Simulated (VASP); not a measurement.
# H2CI2 (Fmm2) in VASP: notebook

Runs on H2CI2. Level: PBEsol. Tasks: single point.

All numbers are computed with VASP 6.6.1; they aren't measurements. Logs are shortened: lines on timing, memory, paths and dates and some standing lists are left out, and cuts for length are marked.

## Step 1: The cell of the first run

The structure is orthorhombic, space group Fmm2 (No. 42). Conventional cell: a = 7.263 Å, b = 12.627 Å, c = 4.695 Å, α = 90.00°, β = 90.00°, γ = 90.00°. H (site symmetry m) has 1 C at 1.10 Å within 1.5 Å. Within 1.5 Å of C (site symmetry mm2) lie 2 H at 1.10 Å. I (site symmetry m) has 1 C at 2.14 Å and 2 H at 2.69 Å within 2.8 Å.

## Step 2: Single point, PBEsol

INCAR

```
PREC     = Accurate       # precision mode
ENCUT    = 600            # plane-wave cutoff, eV
EDIFF    = 1E-6           # SCF threshold, eV
ISMEAR   = 0              # smearing method
SIGMA    = 0.02           # smearing width, eV
LREAL    = False          # projectors in reciprocal space
LASPH    = True           # aspherical terms in the spheres
NELM     = 120            # most SCF steps
ALGO     = Normal         # electronic algorithm
ISIF     = 2              # what is computed and relaxed
LWAVE    = False          # write WAVECAR
LCHARG   = False          # write CHGCAR
GGA      = PS             # functional
NBANDS   = 18             # bands
GGA_COMPAT= False
```

KPOINTS

```
regular mesh
0
Gamma
  6 6 6
```

POSCAR

```
H2CI2
1.0
    0.0000000000      6.3133336175      2.3473768326
    3.6314874790      0.0000000000      2.3473768326
    3.6314874790      6.3133336175      0.0000000000
H C I
2 1 2
Direct
    0.7378962453      0.9888601918      0.2621037547
    0.9888601918      0.7378962453      0.0111398082
    0.9937376573      0.9937376573      0.0062623427
    0.3885096750      0.1070162306      0.8929837694
    0.1070162306      0.3885096750      0.6114903250
```

Potentials or basis: VASP PAW PBE potentials, release 64 (H, C, I).

On the command line:

```sh
cat potpaw_PBE.64/H/POTCAR potpaw_PBE.64/C/POTCAR potpaw_PBE.64/I/POTCAR > POTCAR
mpirun -np 1 vasp_std > vasp.out
```

OUTCAR:

```text
PREC = Accurate
   ENCUT = 600
   EDIFF = 1E-6
   ISMEAR = 0
   LREAL = False
   LASPH = True
   NELM = 120
   ISIF = 2
   GGA = PS

 ion  position               nearest neighbor table
   1  0.738  0.989  0.262-   3 1.10
   2  0.989  0.738  0.011-   3 1.10
   3  0.994  0.994  0.006-   1 1.10   2 1.10   4 2.14   5 2.14
   4  0.389  0.107  0.893-   3 2.14   5 3.55
   5  0.107  0.389  0.611-   3 2.14   4 3.55

  LATTYP: Found a face centered orthorhombic cell.
 ALAT       =     4.6947536652
 B/A-ratio  =     1.5470406918
 C/A-ratio  =     2.6895271052

  Lattice vectors:

 A1 = (   3.6314874790,   6.3133336175,   0.0000000000)
 A2 = (   0.0000000000,   6.3133336175,   2.3473768326)
 A3 = (   3.6314874790,   0.0000000000,   2.3473768326)

Analysis of symmetry for initial positions (statically):
=====================================================================
 Subroutine PRICEL returns:
 Original cell was already a primitive cell.

 Routine SETGRP: Setting up the symmetry group for a
 face centered orthorhombic supercell.

 Subroutine GETGRP returns: Found  4 space group operations
 (whereof  4 operations were pure point group operations)
 out of a pool of  8 trial point group operations.

The static configuration has the point symmetry C_2v.

Analysis of symmetry for dynamics (positions and initial velocities):
=====================================================================
 Subroutine PRICEL returns:
 Original cell was already a primitive cell.

 Routine SETGRP: Setting up the symmetry group for a
 face centered orthorhombic supercell.

 Subroutine GETGRP returns: Found  4 space group operations
 (whereof  4 operations were pure point group operations)
 out of a pool of  8 trial point group operations.

The dynamic configuration has the point symmetry C_2v.

 Subroutine INISYM returns: Found  4 space group operations
 (whereof  4 operations are pure point group operations),
 and found     1 'primitive' translations

----------------------------------------------------------------------------------------

                                     Primitive cell

  volume of cell :     107.6356

  direct lattice vectors                    reciprocal lattice vectors
     0.000000000  6.313333617  2.347376833    -0.137684627  0.079197462  0.213003721
     3.631487479  0.000000000  2.347376833     0.137684627 -0.079197462  0.213003721
     3.631487479  6.313333617  0.000000000     0.137684627  0.079197462 -0.213003721

  length of vectors
     6.735603860  4.324104451  7.283260443     0.265706379  0.265706379  0.265706379

  position of ions in fractional coordinates (direct lattice)
     0.737896245  0.988860192  0.262103755
     0.988860192  0.737896245  0.011139808
     0.993737657  0.993737657  0.006262343
     0.388509675  0.107016231  0.892983769
     0.107016231  0.388509675  0.611490325

  ion indices of the primitive-cell ions
   primitive index   ion index
                 1           1
                 2           2
                 3           3
                 4           4
                 5           5

----------------------------------------------------------------------------------------

 KPOINTS: regular mesh

Automatic generation of k-mesh.
 Grid dimensions read from file:
 generate k-points for:    6    6    6

 Generating k-lattice:

  Cartesian coordinates                     Fractional coordinates (reciprocal lattice)
    -0.022947438  0.013199577  0.035500620     0.166666667  0.000000000  0.000000000
     0.022947438 -0.013199577  0.035500620    -0.000000000  0.166666667 -0.000000000
     0.022947438  0.013199577 -0.035500620     0.000000000  0.000000000  0.166666667

  Length of vectors
     0.044284396  0.044284396  0.044284396

  Shift w.r.t. Gamma in fractional coordinates (k-lattice)
     0.000000000  0.000000000  0.000000000

 Subroutine IBZKPT returns following result:
 ===========================================

 Found     46 irreducible k-points:

 Following reciprocal coordinates:
            Coordinates               Weight
  0.000000  0.000000  0.000000      1.000000
  0.166667 -0.000000  0.000000      8.000000
  0.333333 -0.000000  0.000000      8.000000
  0.500000  0.000000  0.000000      4.000000
  0.166667  0.166667  0.000000      2.000000
  0.333333  0.166667  0.000000      8.000000
[... 16 lines left out ...]
 -0.166667  0.166667  0.166667      8.000000
  0.500000  0.333333  0.166667      4.000000
 [... further k-points ...]
   k-points           NKPTS =     46   k-points in BZ     NKDIM =     46   number of bands    NBANDS=     18
   number of dos      NEDOS =    301   number of ions     NIONS =      5
   total plane-waves  NPLWV = 116640
   dimension x,y,z NGX =    54 NGY =   36 NGZ =   60
   dimension x,y,z NGXF=   108 NGYF=   72 NGZF=  120
   ions per type =               2   1   2
   NGX,Y,Z   is equivalent  to a cutoff of  13.33, 13.84, 13.70 a.u.
   NGXF,Y,Z  is equivalent  to a cutoff of  26.66, 27.68, 27.39 a.u.
 SYSTEM =  unknown system
   PREC   = accura    normal or accurate (medium, high low for compatibility)
   ISTART =      0    job   : 0-new  1-cont  2-samecut
   ICHARG =      2    charge: 1-file 2-atom 10-const
   ISPIN  =      1    spin polarized calculation?
   LNONCOLLINEAR =      F non collinear calculations
   LSORBIT =      F    spin-orbit coupling
   LASPH  =      T    aspherical Exc in radial PAW
   ENCUT  =  600.0 eV  44.10 Ry    6.64 a.u.  13.45  8.64 14.55*2*pi/ulx,y,z
   NELM   =    120;   NELMIN=  2; NELMDL= -5     # of ELM steps
   EDIFF  = 0.1E-05   stopping-criterion for ELM
   LREAL  =      F    real-space projection
   EDIFFG = 0.1E-04   stopping-criterion for IOM
   NSW    =      0    number of steps for IOM
   IBRION =     -1    ionic relax: 0-MD 1-quasi-New 2-CG
   NFREE  =      0    steps in history (QN), initial steepest desc. (CG)
   ISIF   =      2    stress and relaxation
   ISYM   =      2    0-nonsym 1-usesym 2-fastsym
   POTIM  = 0.5000    time-step for ionic-motion
   TEBEG  =    0.0;   TEEND  =   0.0 temperature during run
   PSTRESS=    0.0 pullay stress
   NELECT =      20.0000    total number of electrons
   NUPDOWN=      -1.0000    fix difference up-down
   EMIN   =  10.00;   EMAX   =-10.00  energy-range for DOS
   EFERMI =   0.00;   METHOD = LEGACY
   ISMEAR =     0;   SIGMA  =   0.02  broadening in eV -4-tet -1-fermi 0-gaus
   EFERMI_NEDOS =   21; number of points for ismear=-14 and -15
   IALGO  =     38    algorithm
   IMIX   =      4    mixing-type and parameters
     AMIX     =   0.40;   BMIX     =  1.00
     AMIX_MAG =   1.60;   BMIX_MAG =  1.00
  volume/ion in A,a.u.               =      21.53       145.27
  Fermi-wavevector in a.u.,A,eV,Ry     =   0.934185  1.765353 11.873821  0.872701
  Thomas-Fermi vector in A             =   2.060963
   LORBIT       =      0    0 simple, 1 ext, 2 COOP (PROOUT), +10 PAW based schemes
   GGA     = PS    functional components
   LHFCALC =     F    Hartree Fock is set to
   AEXX    =    0.0000 exact exchange contribution
   IVDW    =     0    specifies the selected vdW correction
   LEPSILON=     F    determine dielectric tensor
   LRPA    =     F    only Hartree local field effects (RPA)
 non-spin polarized calculation
 Gauss-broadening in eV      SIGMA  =   0.02
  energy-cutoff  :      600.00
  volume of cell :      107.64
 maximum number of plane-waves:      3638
 NGX is ok and might be reduce to    54
   NGX = 27   NGY = 17   NGZ = 29

 number of electron      20.0000000 magnetization

 Free energy of the ion-electron system (eV)
  ---------------------------------------------------
  ext. energy  EPLUGINS =         0.00000000
  ---------------------------------------------------
  free energy    TOTEN  =       -19.27776642 eV

  energy without entropy =      -19.27776642  energy(sigma->0) =      -19.27776642

 E-fermi :   1.7996     XC(G=0):  -8.2498

 val. band max:        1.6430479066   @ k =   0.0000   0.0000   0.0000
 cond. band min:       4.3017391877   @ k =   0.5000   0.0000   0.5000
 fundamental gap:      2.6586912811
 Fermi energy:         1.7996452893

 k-point     1 :       0.0000    0.0000    0.0000
  band No.  band energies     occupation
      1     -12.3626      2.00000
      2      -9.9880      2.00000
      3      -8.2554      2.00000
      4      -3.4002      2.00000
      5      -2.8639      2.00000
      6      -1.5602      2.00000
[... 10 lines left out ...]
     17      10.1980      0.00000
     18      10.4901      0.00000

 k-point     2 :       0.1667   -0.0000    0.0000
  band No.  band energies     occupation
      1     -12.2828      2.00000
      2     -10.0132      2.00000
      3      -8.2332      2.00000
      4      -3.5201      2.00000
      5      -2.9267      2.00000
      6      -1.7551      2.00000
[... 10 lines left out ...]
     17      10.3592      0.00000
     18      10.8512      0.00000

 k-point     3 :       0.3333   -0.0000    0.0000
  band No.  band energies     occupation
      1     -12.1091      2.00000
      2     -10.0572      2.00000
      3      -8.2389      2.00000
      4      -3.7542      2.00000
      5      -2.8905      2.00000
      6      -2.0521      2.00000
[... 10 lines left out ...]
     17      10.7890      0.00000
     18      11.4758      0.00000

 k-point     4 :       0.5000    0.0000    0.0000
  band No.  band energies     occupation
      1     -12.0135      2.00000
      2     -10.0772      2.00000
      3      -8.2685      2.00000
      4      -3.8524      2.00000
      5      -2.8372      2.00000
      6      -2.0976      2.00000
[... 375 lines left out ...]
      4      -3.9957      2.00000
      5      -2.8775      2.00000
      6      -2.1139      2.00000
[... 10 lines left out ...]
     17      10.3841      0.00000
     18      11.7017      0.00000

 k-point    23 :      -0.1667    0.1667    0.1667
  band No.  band energies     occupation
      1     -12.1677      2.00000
      2      -9.9427      2.00000
      3      -8.2171      2.00000
      4      -3.9052      2.00000
      5      -2.9363      2.00000
      6      -1.8641      2.00000
[... 10 lines left out ...]
     17       9.7681      0.00000
     18      11.8442      0.00000

 k-point    24 :       0.5000    0.3333    0.1667
  band No.  band energies     occupation
      1     -11.9565      2.00000
      2     -10.0791      2.00000
      3      -8.1689      2.00000
      4      -4.1119      2.00000
      5      -2.7269      2.00000
      6      -2.0606      2.00000
[... 10 lines left out ...]
     17      11.2269      0.00000
     18      11.2671      0.00000

 [... further k-points ...]

------------------------ aborting loop because EDIFF is reached ----------------------------------------

  FORCE on cell =-STRESS in cart. coord.  units (eV):
  Direction    XX          YY          ZZ          XY          YZ          ZX
  --------------------------------------------------------------------------------------
  -------------------------------------------------------------------------------------
  Total        0.0087050     -0.0017588      0.0114602      0.0000000      0.0000000      0.0000000
  in kB        0.1295756     -0.0261803      0.1705866      0.0000000      0.0000000      0.0000000
  external PRESSURE =       0.0913273 kB  Pullay stress =       0.0000000 kB

 VOLUME and BASIS-vectors are now :
 -----------------------------------------------------------------------------
  energy-cutoff  :      600.00
  volume of cell :      107.64
      direct lattice vectors                 reciprocal lattice vectors
     0.000000000  6.313333617  2.347376833    -0.137684627  0.079197462  0.213003721
     3.631487479  0.000000000  2.347376833     0.137684627 -0.079197462  0.213003721
     3.631487479  6.313333617  0.000000000     0.137684627  0.079197462 -0.213003721

 POSITION                                       TOTAL-FORCE (eV/Angst)
 -----------------------------------------------------------------------------------
      4.54286      6.31333      4.05335         0.023507      0.000000     -0.016424
      2.72012      6.31333      4.05335        -0.023507      0.000000     -0.016424
      3.63149      6.31333      4.66535         0.000000      0.000000      0.027624
      3.63149      8.09050      1.16319         0.000000      0.006888      0.002612
      3.63149      4.53617      1.16319         0.000000     -0.006888      0.002612
 -----------------------------------------------------------------------------------
    total drift:                               -0.000000     -0.000002      0.001007

  FREE ENERGIE OF THE ION-ELECTRON SYSTEM (eV)
  ---------------------------------------------------
  free  energy   TOTEN  =       -19.2777664245 eV

  energy  without entropy=      -19.2777664245  energy(sigma->0) =      -19.27776642
```

It took 5.3 min on 1 thread of Intel Xeon 8259CL, shared host; peak memory 0.39 GiB.

What came out:

```
Free energy            : -19.2778 eV
Pressure               : 0.0 GPa
Largest force          : 0.029 eV/Å
Band gap on the k mesh : 2.66 eV (least direct gap 2.78 eV)
```

Forces on the atoms (eV/Å):
```
H    0.024  0.000 -0.016
H   -0.024  0.000 -0.016
C    0.000  0.000  0.028
I    0.000  0.007  0.003
I    0.000 -0.007  0.003
```

Levels at points of the mesh, in eV from the valence-band top:
```tsv
k point	band 8	band 9	band 10	band 11	band 12	band 13
(0.00, 0.00, 0.00)	-0.29	-0.14	0.00	3.05	4.76	5.12
(0.50, 0.00, 0.00)	-0.97	-0.67	-0.16	3.52	4.68	5.45
(0.50, 0.50, 0.00)	-1.73	-0.56	-0.52	2.87	3.96	6.77
(0.50, 0.00, 0.50)	-0.44	-0.22	-0.12	2.66	4.36	6.16
(0.00, 0.50, 0.50)	-1.28	-1.05	-0.44	3.30	4.32	6.30
```

Caveat: this functional lacks dispersion, which holds the molecules together, so the pressure and a relaxed volume are unreliable; the PAW data sets were made with another functional, which shifts forces and pressure a little; spin-orbit coupling is left out, which moves the levels of the heavy elements. A k mesh can miss the band edges.

## Step 3: Single point, PBEsol

This run uses another cell than the first one, of 21.76 Å³/atom.

INCAR

```
SYSTEM = H2CI2
PREC = Accurate ; ENCUT = 600
EDIFF = 1E-6 ; ISMEAR = 0
SIGMA = 0.1 ; LREAL = .FALSE.
LASPH = .TRUE. ; NELM = 120
ALGO = Normal ; ISIF = 2
LWAVE = .FALSE. ; LCHARG = .FALSE.
GGA = PS ; NBANDS = 18
GGA_COMPAT = .FALSE.
```

KPOINTS

```
regular mesh
0
G
  6 6 6
  0 0 0
```

POSCAR

```
H2CI2
1.0
    0.0000000000      6.4560000000      2.3465000000
    3.5909500000      0.0000000000      2.3465000000
    3.5909500000      6.4560000000      0.0000000000
H C I
2 1 2
Direct
    0.7537900000      0.9786100000      0.2462100000
    0.9786100000      0.7537900000      0.0213900000
    0.9955200000      0.9955200000      0.0044800000
    0.3808600000      0.1072400000      0.8927600000
    0.1072400000      0.3808600000      0.6191400000
```

Potentials or basis: VASP PAW PBE potentials, release 64 (H, C, I).

On the command line:

```sh
cat potpaw_PBE.64/H/POTCAR potpaw_PBE.64/C/POTCAR potpaw_PBE.64/I/POTCAR > POTCAR
mpirun -np 1 vasp_std > vasp.out
```

Wall time 5.3 min (1 thread of Intel Xeon 8259CL, shared host); peak memory 0.4 GiB.

Results (log left out):

```yaml
Free_energy: -18.9363 eV
Pressure: 4.0 GPa
Largest_force: 3.753 eV/Å
Band_gap_on_the_k_mesh: 2.86 eV (least direct gap 2.94 eV)
```

Forces on the atoms (eV/Å):
```
H    3.270  0.000 -1.841
H   -3.270  0.000 -1.841
C    0.000  0.000  3.500
I    0.000  0.281  0.091
I    0.000 -0.281  0.091
```

Stress tensor (GPa, compression positive):
```
7.96 0.00 0.00
0.00 0.63 0.00
0.00 0.00 3.48
```

Levels at points of the mesh, in eV from the valence-band top:
| k point | band 8 | band 9 | band 10 | band 11 | band 12 | band 13 |
| --- | --- | --- | --- | --- | --- | --- |
| (0.00, 0.00, 0.00) | -0.23 | -0.10 | 0.00 | 3.03 | 4.85 | 5.21 |
| (0.50, 0.00, 0.00) | -1.07 | -0.62 | -0.23 | 3.53 | 4.65 | 5.62 |
| (0.50, 0.50, 0.00) | -1.68 | -0.71 | -0.60 | 3.04 | 3.96 | 6.72 |
| (0.50, 0.00, 0.50) | -0.50 | -0.19 | -0.07 | 2.87 | 4.36 | 6.62 |
| (0.00, 0.50, 0.50) | -1.41 | -1.17 | -0.42 | 3.30 | 4.35 | 6.27 |

Caveat: the cell stands under pressure; this functional lacks dispersion, which holds the molecules together, so the pressure and a relaxed volume are unreliable; the PAW data sets were made with another functional, which shifts forces and pressure a little; spin-orbit coupling is left out, which moves the levels of the heavy elements.

[end of part 1 of 2]
